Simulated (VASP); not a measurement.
Write the native input for VASP 6.6.1 that does the following.

```yaml
Task: single point
Functional: PBE-based global hybrid with 20 % exact exchange
Potentials_or_basis: VASP PAW PBE potentials, release 64 (Zn, S)
Cutoff: 400 eV
k_mesh: 4 × 4 × 2
Occupations: gaussian, width 0.01 eV
Spin: no spin polarisation
Dipole_correction: no
Grid_for_exact_exchange_PRECFOCK: Normal
Share_of_exact_exchange: 0.2
Further_INCAR_settings: ALGO = Normal; EDIFF = 1e-06; NBANDS = 26
```

Crystal: ZnS.

```xyz
4
Lattice="3.8110 0.0000 0.0000 -1.9055 3.3004 0.0000 0.0000 0.0000 6.2340" Properties=species:S:1:pos:R:3 pbc="T T T"
Zn    0.0000    2.2003    0.0000
Zn    1.9055    1.1001    3.1170
S     0.0000    2.2003    2.4001
S     1.9055    1.1001    5.5171
```

One way to write it, as run:

POSCAR

```
ZnS
1.0
    3.8110000000      0.0000000000      0.0000000000
   -1.9055000000      3.3004200000      0.0000000000
    0.0000000000      0.0000000000      6.2340000000
Zn S
2 2
Direct
    0.3333333333      0.6666666667      0.0000000000
    0.6666666667      0.3333333333      0.5000000000
    0.3333333333      0.6666666667      0.3850000000
    0.6666666667      0.3333333333      0.8850000000
```

INCAR.step1

```
SYSTEM = ZnS
  PREC = Accurate
  ENCUT = 400
  EDIFF = 1E-5
  ISMEAR = 0
  SIGMA = 0.01
  LREAL = .False.
  LASPH = .True.
  NELM = 120
  ALGO = Normal
  ISIF = 2
  LWAVE = .True.
  NBANDS = 26
  GGA = PE
  GGA_COMPAT = .False.
```

INCAR.step2

```
SYSTEM = ZnS
  PREC = Accurate
  ENCUT = 400
  EDIFF = 1E-6
  ISMEAR = 0
  SIGMA = 0.01
  LREAL = .False.
  LASPH = .True.
  NELM = 120
  ALGO = Normal
  ISIF = 2
  LWAVE = .False.
  LCHARG = .True.
  GGA = PE
  LHFCALC = .True.
  AEXX = 0.2
  PRECFOCK = Normal
  LELF = .True.
  LVHAR = .True.
  NBANDS = 26
  ISTART = 1
  GGA_COMPAT = .False.
```

KPOINTS

```
regular mesh
0
Gamma
  4 4 2
  0 0 0
```

Potentials or basis: VASP PAW PBE potentials, release 64 (Zn, S).

Launch:

```console
$ cat potpaw_PBE.64/Zn/POTCAR potpaw_PBE.64/S/POTCAR > POTCAR
$ cp INCAR.step1 INCAR
$ mpirun -np 1 vasp_std > vasp.out
$ cp INCAR.step2 INCAR
$ mpirun -np 1 vasp_std > vasp.out
```

It gave:

```json
{
  "Pressure": "1.4 GPa",
  "Largest force": "0.338 eV/Å",
  "Band gap on the k mesh": "3.80 eV"
}
```

Caveat: the k points lie up to 0.50 Å⁻¹ apart; the PAW data sets were made with another functional, which shifts forces and pressure a little.

Wall time 23 min on 1 thread of Oxide Virtual Turin-like Processor, on a shared host, peak memory 0.15 GiB.
